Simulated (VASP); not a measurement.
Input of a VASP 6.6.1 run:

The input INCAR:

```
SYSTEM = BN
PREC     = Accurate       ! precision mode
ENCUT    = 520            ! plane-wave cutoff, eV
EDIFF    = 1E-6           ! SCF threshold, eV
ISMEAR   = 0              ! smearing method
SIGMA    = 0.05           ! smearing width, eV
LREAL    = .False.        ! projectors in reciprocal space
LASPH    = .True.         ! aspherical terms in the spheres
NELM     = 100            ! most SCF steps
ALGO     = Normal         ! electronic algorithm
ISIF     = 2              ! what is computed and relaxed
LWAVE    = .False.        ! write WAVECAR
LCHARG   = .False.        ! write CHGCAR
NBANDS   = 16             ! bands
```

File KPOINTS:

```
regular mesh
0
Gamma
  12 12 4
  0 0 0
```

The input POSCAR:

```
BN
1.0
    2.4883517152      0.0000000000      0.0000000000
   -1.2441758576      2.1549757989      0.0000000000
    0.0000000000      0.0000000000      6.2568950294
B N
2 2
Direct
    0.3333333333      0.6666666667      0.2500000000
    0.6666666667      0.3333333333      0.7500000000
    0.3333333333      0.6666666667      0.7500000000
    0.6666666667      0.3333333333      0.2500000000
```

Potentials or basis: VASP PAW LDA potentials, release 64 (B, N).

Launch:

```console
$ cat potpaw_LDA.64/B/POTCAR potpaw_LDA.64/N/POTCAR > POTCAR
$ mpirun -np 1 vasp_std > vasp.out
```

**Question.** What does it give for the band gap on the k mesh?

**Answer.** 3.97 eV, indirect (least direct gap 4.34 eV).

**Question.** Predict the pressure.

**Answer.** 1.2 GPa.

Caveat: the cell differs from its parent crystal (normal strain along x +0.0000, normal strain along z -0.0367). A k mesh can miss the band edges.
